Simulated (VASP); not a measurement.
# CuO (Cccm) in VASP: a series of runs

The runs below take CuO through relaxation of cell and atoms, single point, with PBEsol, LDA, PBE.

All numbers are computed with VASP 6.6.1; they aren't measurements. Logs are shortened: lines on timing, memory, paths and dates and some standing lists are left out, and cuts for length are marked.

## Step 1: The cell of the first run

It takes space group Cccm (No. 66, orthorhombic). The conventional cell has a = 3.982 Å, b = 4.307 Å, c = 5.156 Å, α = 90.00°, β = 90.00°, γ = 90.00°. Cu (site symmetry 2/m) has 4 O at 1.95 Å within 2.6 Å. Within 2.6 Å of O (site symmetry 222) lie 4 Cu at 1.95 Å and 2 O at 2.58 Å.

## Step 2: Relaxation of cell and atoms, PBEsol

Contents of INCAR:

```
SYSTEM = CuO
PREC = Accurate ; ENCUT = 600
EDIFF = 1E-7 ; ISMEAR = -1
SIGMA = 0.05 ; LREAL = .False.
LASPH = .True. ; NELM = 80
ALGO = Normal ; ISIF = 3
LWAVE = .False. ; LCHARG = .False.
GGA = PS ; IBRION = 2
NSW = 80 ; EDIFFG = -0.02
```

Contents of KPOINTS:

```
Automatic mesh
0
Gamma
  7 7 4
  0 0 0
```

Contents of POSCAR:

```
CuO
1.0
    1.9909680000     -2.1535500000      0.0000000000
    1.9909680000      2.1535500000      0.0000000000
    0.0000000000      0.0000000000      5.1559280000
Cu O
2 2
Direct
    0.5000000000      0.0000000000      0.0000000000
    0.0000000000      0.5000000000      0.5000000000
    0.5000000000      0.5000000000      0.2500000000
    0.5000000000      0.5000000000      0.7500000000
```

Potentials or basis: VASP PAW PBE potentials, release 64 (Cu, O).

Started as:

```bash
$ cat potpaw_PBE.64/Cu/POTCAR potpaw_PBE.64/O/POTCAR > POTCAR
$ mpirun -np 1 vasp_std > vasp.out
```

OUTCAR:

```text
SYSTEM = CuO
   PREC = Accurate
   ENCUT = 600
   EDIFF = 1E-7
   ISMEAR = -1
   LREAL = .False.
   LASPH = .True.
   NELM = 80
   ISIF = 3
   GGA = PS
   IBRION = 2
   NSW = 80
   EDIFFG = -0.02

 ion  position               nearest neighbor table
   1  0.500  0.000  0.000-   3 1.95   4 1.95   3 1.95   4 1.95
   2  0.000  0.500  0.500-   3 1.95   4 1.95   3 1.95   4 1.95
   3  0.500  0.500  0.250-   1 1.95   2 1.95   1 1.95   2 1.95
   4  0.500  0.500  0.750-   1 1.95   2 1.95   1 1.95   2 1.95

  LATTYP: Found a base centered orthorhombic cell.
 ALAT       =     3.9819360000
 B/A-ratio  =     1.0816597755
 C/A-ratio  =     1.2948294498

  Lattice vectors:

 A1 = (   1.9909680000,  -2.1535500000,   0.0000000000)
 A2 = (   1.9909680000,   2.1535500000,   0.0000000000)
 A3 = (   0.0000000000,   0.0000000000,   5.1559280000)

Analysis of symmetry for initial positions (statically):
=====================================================================
 Subroutine PRICEL returns:
 Original cell was already a primitive cell.

 Routine SETGRP: Setting up the symmetry group for a
 base centered orthorhombic supercell.

 Subroutine GETGRP returns: Found  8 space group operations
 (whereof  4 operations were pure point group operations)
 out of a pool of  8 trial point group operations.

The static configuration has the point symmetry C_2h.
 The point group associated with its full space group is D_2h.

Analysis of symmetry for dynamics (positions and initial velocities):
=====================================================================
 Subroutine PRICEL returns:
 Original cell was already a primitive cell.

 Routine SETGRP: Setting up the symmetry group for a
 base centered orthorhombic supercell.

 Subroutine GETGRP returns: Found  8 space group operations
 (whereof  4 operations were pure point group operations)
 out of a pool of  8 trial point group operations.

The dynamic configuration has the point symmetry C_2h.
 The point group associated with its full space group is D_2h.

 Subroutine INISYM returns: Found  8 space group operations
 (whereof  4 operations are pure point group operations),
 and found     1 'primitive' translations

----------------------------------------------------------------------------------------

[... 114 lines left out ...]
   IMIX   =      4    mixing-type and parameters
     AMIX     =   0.40;   BMIX     =  1.00
     AMIX_MAG =   1.60;   BMIX_MAG =  1.00
  volume/ion in A,a.u.               =      11.05        74.59
  Fermi-wavevector in a.u.,A,eV,Ry     =   1.499854  2.834314 30.607167  2.249563
  Thomas-Fermi vector in A             =   2.611430
   LORBIT       =      0    0 simple, 1 ext, 2 COOP (PROOUT), +10 PAW based schemes
   GGA     = PS    functional components
   LHFCALC =     F    Hartree Fock is set to
   AEXX    =    0.0000 exact exchange contribution
   IVDW    =     0    specifies the selected vdW correction
   LEPSILON=     F    determine dielectric tensor
   LRPA    =     F    only Hartree local field effects (RPA)
 conjugate gradient relaxation of ions
 non-spin polarized calculation
  energy-cutoff  :      600.00
  volume of cell :       44.21
 maximum number of plane-waves:      1497
   NGX = 11   NGY = 11   NGZ = 21

--------------------------------------- Ionic step        1  -------------------------------------------

 number of electron      33.9999991 magnetization

 Free energy of the ion-electron system (eV)
  ---------------------------------------------------
  ext. energy  EPLUGINS =         0.00000000
  ---------------------------------------------------
  free energy    TOTEN  =       -21.47029393 eV

  energy without entropy =      -21.45689771  energy(sigma->0) =      -21.46359582

------------------------ aborting loop because EDIFF is reached ----------------------------------------

  FORCE on cell =-STRESS in cart. coord.  units (eV):
  Direction    XX          YY          ZZ          XY          YZ          ZX
  --------------------------------------------------------------------------------------
  -------------------------------------------------------------------------------------
  Total       -1.1426512     -1.5422361     -1.8294084     -0.0000000      0.0000000      0.0000000
  in kB      -41.4064661    -55.8863031    -66.2926201     -0.0000000      0.0000000      0.0000000
  external PRESSURE =     -54.5284631 kB  Pullay stress =       0.0000000 kB
[... 95 lines left out ...]
  FREE ENERGIE OF THE ION-ELECTRON SYSTEM (eV)
  ---------------------------------------------------
  free  energy   TOTEN  =       -21.4966367144 eV

  energy  without entropy=      -21.4833339555  energy(sigma->0) =      -21.48998533

[... ionic steps 4 to 14 ...]

--------------------------------------- Ionic step       15  -------------------------------------------

 number of electron      33.9999974 magnetization

------------------------ aborting loop because EDIFF is reached ----------------------------------------
[... 71 lines left out ...]
--------------------------------------- Ionic step       17  -------------------------------------------

 number of electron      33.9999976 magnetization

 Free energy of the ion-electron system (eV)
  ---------------------------------------------------
  ext. energy  EPLUGINS =         0.00000000
  ---------------------------------------------------
  free energy    TOTEN  =       -21.50185773 eV

  energy without entropy =      -21.48895197  energy(sigma->0) =      -21.49540485

 E-fermi :   5.1730     XC(G=0): -11.7826

 val. band max:        5.1456823893   @ k =   0.1429   0.0000   0.2500
 cond. band min:       5.1916828081   @ k =   0.2857   0.1429   0.5000
 fundamental gap:      0.0460004189
 Fermi energy:         5.1729922723

 k-point     1 :       0.0000    0.0000    0.0000
  band No.  band energies     occupation
      1     -14.8775      2.00000
      2     -13.4573      2.00000
      3      -3.3506      2.00000
      4      -0.5236      2.00000
      5      -0.5213      2.00000
      6       1.2236      2.00000
[... 565 lines left out ...]
     20      10.6041      0.00000
     21      13.3959      0.00000

 [... further k-points ...]

------------------------ aborting loop because EDIFF is reached ----------------------------------------

  FORCE on cell =-STRESS in cart. coord.  units (eV):
  Direction    XX          YY          ZZ          XY          YZ          ZX
  --------------------------------------------------------------------------------------
  -------------------------------------------------------------------------------------
  Total       -0.0305979     -0.0455253     -0.0014561     -0.0000000      0.0000000      0.0000000
  in kB       -1.1445866     -1.7029796     -0.0544696     -0.0000000      0.0000000      0.0000000
  external PRESSURE =      -0.9673453 kB  Pullay stress =       0.0000000 kB
[... 19 lines left out ...]
  FREE ENERGIE OF THE ION-ELECTRON SYSTEM (eV)
  ---------------------------------------------------
  free  energy   TOTEN  =       -21.5018577311 eV

  energy  without entropy=      -21.4889519686  energy(sigma->0) =      -21.49540485

 reached required accuracy - stopping structural energy minimisation
```

CONTCAR:

```text
CuO
   1.00000000000000
     2.0479703940970917   -2.0499825511581968    0.0000000000000000
     2.0479703940970917    2.0499825511581968    0.0000000000000000
     0.0000000000000000    0.0000000000000000    5.1009391139099654
  Cu              O
     2     2
Direct
     0.5000000000000000    0.0000000000000000    0.0000000000000000
     0.0000000000000000    0.5000000000000000    0.5000000000000000
     0.5000000000000000    0.5000000000000000    0.2500000000000000
     0.5000000000000000    0.5000000000000000    0.7500000000000000

  0.00000000E+00  0.00000000E+00  0.00000000E+00
  0.00000000E+00  0.00000000E+00  0.00000000E+00
  0.00000000E+00  0.00000000E+00  0.00000000E+00
  0.00000000E+00  0.00000000E+00  0.00000000E+00
```

Wall time 7.7 min (1 thread of Intel Xeon Platinum 8259CL at 2.50GHz (Skylake/Cascade Lake), shared host); peak memory 0.2 GiB.

Results:

```yaml
Free_energy: -21.5019 eV
Relaxed_volume: 10.71 Å³/atom
Relaxed_cell: a = 2.898 Å, b = 2.898 Å, c = 5.101 Å, α = 90.00°, β = 90.00°, γ = 90.06°
Space_group_after_relaxing_to_0.05_Å: P4_2/mmc (No. 131)
Energy_gained_by_relaxing: 7.9 meV/atom
Ionic_steps: 17
Pressure_after_relaxing: -0.1 GPa
Band_gap_on_the_k_mesh: zero (band 17 reaches 5.86 eV, above the bottom of band 18 at 4.68 eV)
```

Step by step:
```csv
step,energy change (eV),largest force (eV/Å),pressure (GPa),volume (Å³)
1,0.0000,0.0000,-5.45,44.21
2,-0.0144,0.0000,4.08,41.85
3,-0.0263,0.0000,-0.05,42.77
4,-0.0263,0.0000,0.10,42.74
5,-0.0270,0.0000,0.11,42.71
6,-0.0277,0.0000,0.15,42.66
7,-0.0275,0.0000,0.29,42.56
8,-0.0278,0.0000,0.25,42.62
9,-0.0284,0.0000,-0.23,42.74
10,-0.0285,0.0000,-0.64,42.85
11,-0.0288,0.0000,-0.55,42.86
12,-0.0294,0.0000,-0.53,42.86
13,-0.0304,0.0000,-0.37,42.86
14,-0.0311,0.0000,-0.05,42.85
15,-0.0311,0.0000,-0.02,42.85
16,-0.0313,0.0000,-0.10,42.85
17,-0.0316,0.0000,-0.10,42.83
```

Final structure:
```cif
data_structure
_symmetry_space_group_name_H-M 'P 1'
_symmetry_Int_Tables_number 1
_cell_length_a 2.8977
_cell_length_b 2.8977
_cell_length_c 5.1009
_cell_angle_alpha 90.000
_cell_angle_beta 90.000
_cell_angle_gamma 90.056
_cell_volume 42.83
loop_
_atom_site_label
_atom_site_type_symbol
_atom_site_fract_x
_atom_site_fract_y
_atom_site_fract_z
_atom_site_occupancy
Cu1 Cu 0.50000 0.00000 0.00000 1
Cu2 Cu 0.00000 0.50000 0.50000 1
O1 O 0.50000 0.50000 0.25000 1
O2 O 0.50000 0.50000 0.75000 1
```

Levels at points of the mesh, in eV from the Fermi level:
```tsv
k point	band 14	band 15	band 16	band 17	band 18	band 19	band 20	band 21
(0.00, 0.00, 0.00)	-2.48	-2.39	-2.00	0.69	0.69	1.44	6.00	7.39
(0.00, 0.00, 0.50)	-2.39	-1.62	-1.62	0.08	0.08	3.50	3.50	11.68
```

Caveat: the PAW data sets were made with another functional, which shifts forces and pressure a little; semilocal functionals often make such compounds metallic where correlation or magnetic order opens a gap, which also shifts bond lengths.

## Step 3: Relaxation of cell and atoms, LDA

Contents of INCAR:

```
SYSTEM = CuO
PREC = Accurate
ENCUT = 600
EDIFF = 1E-6
ISMEAR = -1
SIGMA = 0.05
LREAL = .FALSE.
LASPH = .TRUE.
NELM = 80
ALGO = Normal
ISIF = 3
LWAVE = .FALSE.
LCHARG = .FALSE.
GGA = CA
IBRION = 2
NSW = 80
EDIFFG = -0.02
```

Contents of KPOINTS:

```
Automatic mesh
0
G
  7 7 4
  0 0 0
```

POSCAR is that of step 2.

Potentials or basis: VASP PAW LDA potentials, release 64 (Cu, O).

Started as:

```bash
$ cat potpaw_LDA.64/Cu/POTCAR potpaw_LDA.64/O/POTCAR > POTCAR
$ mpirun -np 1 vasp_std > vasp.out
```

Run time: 7.6 min. Hardware: 1 thread of Intel Xeon Platinum 8259CL at 2.50GHz (Skylake/Cascade Lake), shared host; peak memory 0.18 GiB.

Results (log left out):

```
Free energy                            : -23.3536 eV
Relaxed volume                         : 10.32 Å³/atom
Relaxed cell                           : a = 2.859 Å, b = 2.859 Å, c = 5.049 Å, α = 90.00°, β = 90.00°, γ = 89.95°
Space group after relaxing (to 0.05 Å) : P4_2/mmc (No. 131)
Energy gained by relaxing              : 30.5 meV/atom
Ionic steps                            : 21
Pressure after relaxing                : 0.0 GPa
Band gap on the k mesh                 : zero (band 17 reaches 6.21 eV, above the bottom of band 18 at 5.00 eV)
```

Stress tensor (GPa, compression positive):
```
-0.10  0.00  0.00
 0.00 -0.11  0.00
 0.00  0.00  0.23
```

Step by step:
```tsv
step	energy change (eV)	largest force (eV/Å)	pressure (GPa)	volume (Å³)
1	0.0000	0.0000	-11.55	44.21
2	-0.0461	0.0000	11.06	39.31
3	-0.1148	0.0000	-0.29	41.33
4	-0.1148	0.0000	0.11	41.27
5	-0.1170	0.0000	0.30	41.19
6	-0.1182	0.0000	0.38	41.11
7	-0.1175	0.0000	0.65	40.96
8	-0.1184	0.0000	0.15	41.07
9	-0.1184	0.0000	0.33	41.05
10	-0.1184	0.0000	0.28	41.06
11	-0.1187	0.0000	-0.31	41.18
12	-0.1187	0.0000	-0.34	41.19
13	-0.1190	0.0000	-0.29	41.19
14	-0.1197	0.0000	-0.13	41.19
15	-0.1206	0.0000	0.16	41.18
16	-0.1208	0.0000	0.70	41.16
17	-0.1210	0.0000	0.47	41.17
18	-0.1212	0.0000	0.37	41.21
19	-0.1215	0.0000	-0.33	41.32
20	-0.1217	0.0000	-0.26	41.31
21	-0.1220	0.0000	0.01	41.26
```

Final structure:
```
Cu O
1.0
     2.02213   -2.02052    0.00000
     2.02213    2.02052    0.00000
     0.00000    0.00000    5.04945
Cu O
2 2
Direct
  0.50000 0.00000 0.00000
  0.00000 0.50000 0.50000
  0.50000 0.50000 0.25000
  0.50000 0.50000 0.75000
```

Levels at points of the mesh, in eV from the Fermi level:
```
           k point  band 15  band 16  band 17  band 18  band 19  band 20
(0.00, 0.00, 0.00)    -2.52    -2.10     0.71     0.71     1.63     6.13
(0.00, 0.00, 0.50)    -1.69    -1.69     0.06     0.06     3.66     3.66
```

Caveat: semilocal functionals often make such compounds metallic where correlation or magnetic order opens a gap, which also shifts bond lengths.

## Step 4: Single point, PBE

This run uses another cell than the first one, of 9.49 Å³/atom, 0.858 times its volume.

Contents of INCAR:

```
  PREC = Accurate
  ENCUT = 700
  EDIFF = 1E-6
  ISMEAR = -1
  SIGMA = 0.05
  LREAL = F
  LASPH = T
  NELM = 120
  ALGO = Normal
  ISIF = 2
  LWAVE = F
  LCHARG = F
  GGA = PE
  NBANDS = 33
  GGA_COMPAT = F
```

Contents of KPOINTS:

```
Automatic mesh
0
Gamma
  9 9 5
```

Contents of POSCAR:

```
CuO
1.0
    1.5703059391     -2.3345294837      0.0000000000
    1.5703059391      2.3345294837      0.0000000000
    0.0000000000      0.0000000000      5.1765230657
Cu O
2 2
Direct
    0.5000000000      0.0000000000      0.0000000000
    0.0000000000      0.5000000000      0.5000000000
    0.5000000000      0.5000000000      0.2500000000
    0.5000000000      0.5000000000      0.7500000000
```

Potentials or basis: VASP PAW PBE potentials, release 64 (Cu_sv_GW, O).

Started as:

```bash
$ cat potpaw_PBE.64/Cu_sv_GW/POTCAR potpaw_PBE.64/O/POTCAR > POTCAR
$ mpirun -np 1 vasp_std > vasp.out
```

Run time: 67 s. Hardware: 1 thread of Intel Xeon 6975P-C (Granite Rapids), shared host; peak memory 0.27 GiB.

The run converged. Its results:

```yaml
Free_energy: -19.4403 eV
Pressure: 16.8 GPa
Band_gap_on_the_k_mesh: zero (band 25 reaches 6.87 eV, above the bottom of band 26 at 6.35 eV)
```

Stress tensor (GPa, compression positive):
```
16.65  0.00  0.00
 0.00 16.79  0.00
 0.00  0.00 16.83
```

Levels at points of the mesh, in eV from the Fermi level:
| k point | band 21 | band 22 | band 23 | band 24 | band 25 | band 26 | band 27 | band 28 | band 29 | band 30 |
| --- | --- | --- | --- | --- | --- | --- | --- | --- | --- | --- |
| (0.00, 0.00, 0.00) | -2.75 | -2.66 | -2.39 | -2.00 | 0.19 | 1.11 | 1.92 | 6.94 | 7.93 | 15.63 |

Caveat: semilocal functionals often make such compounds metallic where correlation or magnetic order opens a gap, which also shifts bond lengths. With open d or f shells a metallic result of PBE can be an artefact of self-interaction; +U or a hybrid may open a gap.

(Part 1 of 2 ends here.)
